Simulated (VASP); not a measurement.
Here is a VASP 6.6.1 calculation.

INCAR

```
SYSTEM = Al4CN4
PREC = Accurate
ENCUT = 520
EDIFF = 1E-7
ISMEAR = 0
SIGMA = 0.05
LREAL = .False.
LASPH = .True.
NELM = 150
ALGO = Normal
ISIF = 2
LWAVE = .False.
LCHARG = .False.
ISPIN = 2
MAGMOM = 0 0 0 0 0 0 0 0 2
LORBIT = 11
LDIPOL = .True.
IDIPOL = 3
DIPOL = 0.5 0.5 0.319
GGA = PE
NBANDS = 32
```

The input KPOINTS:

```
regular mesh
0
Gamma
  9 6 1
  0 0 0
```

POSCAR

```
Al4CN4
1.0
    3.1297683445      0.0000000000      0.0000000000
    0.0000000000      5.0173032419      0.0000000000
    0.0000000000      0.0000000000     19.0620320396
Al N C
4 4 1
Direct
    0.0000000000      0.9982714950      0.2098412169
    0.5000000000      0.4982714950      0.2572383830
    0.5000000000      0.9915197257      0.3577010219
    0.0000000000      0.4624332462      0.3868097530
    0.0000000000      0.6167285050      0.2098412169
    0.5000000000      0.1167285050      0.2572383830
    0.5000000000      0.6143669392      0.3564124135
    0.0000000000      0.1112303975      0.3967065014
    0.5000000000      0.6112303975      0.4395272888
```

Potentials or basis: VASP PAW PBE potentials, release 64 (Al, N, C).

Launch:

```sh
$ cat potpaw_PBE.64/Al/POTCAR potpaw_PBE.64/N/POTCAR potpaw_PBE.64/C/POTCAR > POTCAR
$ mpirun -np 1 vasp_std > vasp.out
```

(1) Estimate the net moment.

(2) Estimate the site moments.

## Answers

(1) 0.75 μB per cell.

(2) Al +0.00, +0.01 (each value once); N +0.00, +0.01, +0.03, -0.00; C +0.33 μB.

Caveat: a moment this small can come from the mesh or the smearing.
